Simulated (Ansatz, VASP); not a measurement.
Pt: VASP beside Ansatz

```
Pt
1.0
     0.00000    2.84559    2.84559
     2.84559    0.00000    2.84559
     2.84559    2.84559    0.00000
Pt
2
Direct
  0.50000 0.50000 0.50000
  0.75000 0.75000 0.75000
```

Alike in both runs: functional PBEsol; k mesh 6 × 6 × 6; occupations gaussian, width 0.1 eV; no spin polarisation.

Ansatz relaxed the structure, and its values are those at the end. VASP's run is a single point on that final structure, the one shown.

|  | VASP | Ansatz |
| --- | --- | --- |
| version | VASP 6.6.1 | Ansatz 0.2.0 |
| potentials or method | VASP PAW PBE potentials, release 64 (Pt), cutoff 520 eV | scalar-relativistic, plane waves, PAW |
| valence electrons in the cell | 20 | 36 |

```tsv
	VASP	Ansatz	Ansatz less VASP
gap on the k mesh at the Fermi level (eV)	none	none	-
pressure (GPa)	-0.4	0.0	+0.42
```

VASP's potentials were made for PBE, not for PBEsol. A gap of «none» marks a metal or a gap that the smearing closes. VASP's potentials hold 20 valence electrons a cell and Ansatz's 36, so a difference there can come from the potentials and not from the codes.

Neither program's run includes spin-orbit coupling.
